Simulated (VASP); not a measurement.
# PbF2: single point with PBE+D3(BJ)

Crystal: PbF2.

```xyz
3
Lattice="0.0000 2.9637 2.9637 2.9637 0.0000 2.9637 2.9637 2.9637 0.0000" Properties=species:S:1:pos:R:3 pbc="T T T"
Pb    0.0000    0.0000    0.0000
F     1.4818    1.4818    1.4818
F     4.4455    4.4455    4.4455
```

| Item | Value |
| --- | --- |
| Program | VASP 6.6.1 |
| Task | single point |
| Functional | PBE |
| Dispersion | D3(BJ) |
| Potentials or basis | VASP PAW PBE potentials, release 64 (Pb_d, F) |
| Cutoff | 520 eV |
| k mesh | 8 × 8 × 8 |
| Occupations | gaussian, width 0.02 eV |
| Spin | no spin polarisation |

The pressure is 1.1 GPa. The band gap on the k mesh is 4.42 eV (least direct gap 4.56 eV) and the dispersion energy per atom is -0.153 eV.

Levels at points of the mesh, in eV from the valence-band top:
```
           k point  band 11  band 12  band 13  band 14  band 15  band 16  band 17  band 18
(0.00, 0.00, 0.00)    -2.47    -1.98    -1.98    -1.98     6.77     6.77     6.77    10.64
(0.50, 0.00, 0.00)    -2.68    -2.15    -2.15    -0.03     5.03     7.67     7.67    13.22
(0.50, 0.50, 0.00)    -1.56    -1.56    -1.56    -0.15     4.42     7.90     7.90     8.96
```

It took 42 s on 1 thread of Intel(R) Xeon(R) Platinum 8259CL CPU @ 2.50GHz (Skylake/Cascade Lake), on a shared host, peak memory 0.19 GiB.

Caveat: spin-orbit coupling is left out, which moves the levels of the heavy elements. Expect the measured gap to be larger: semilocal functionals such as PBE lack the derivative discontinuity.
